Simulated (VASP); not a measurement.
# Cu: single point with PBEsol

The system is Cu.

```
Cu
1.0
     0.00000    1.78163   -1.78163
    -1.78163    0.00000    1.78163
     3.56325    3.56325    3.56325
Cu
3
Direct
  0.00000 0.00000 0.00000
  0.33333 0.66667 0.33333
  0.66667 0.33333 0.66667
```

```yaml
Program: VASP 6.6.1
Task: single point
Functional: PBEsol
Potentials_or_basis: VASP PAW PBE potentials, release 64 (Cu)
Cutoff: 520 eV
k_mesh: 18 × 18 × 7
Occupations: fermi-dirac, width 0.1 eV
Spin: no spin polarisation
```

* Pressure: 0.8 GPa
* Band gap on the k mesh: zero (an odd number of electrons rules out a gap without spin polarisation)

Levels at points of the mesh, in eV from the Fermi level:
| k point | band 13 | band 14 | band 15 | band 16 | band 17 | band 18 | band 19 | band 20 | band 21 | band 22 |
| --- | --- | --- | --- | --- | --- | --- | --- | --- | --- | --- |
| (0.00, 0.00, 0.00) | -2.27 | -2.27 | -1.95 | -1.95 | -1.95 | -1.95 | 8.87 | 8.87 | 22.16 | 22.16 |
| (0.50, 0.00, 0.00) | -1.64 | -1.51 | -1.51 | 0.47 | 0.47 | 1.43 | 5.21 | 5.21 | 7.41 | 13.38 |

Run time: 61 s on 1 thread of AMD EPYC 9R45 96-Core Processor (Zen 5) (shared host), peak memory 0.23 GiB.

Caveat: the PAW data sets were made with another functional, which shifts forces and pressure a little.
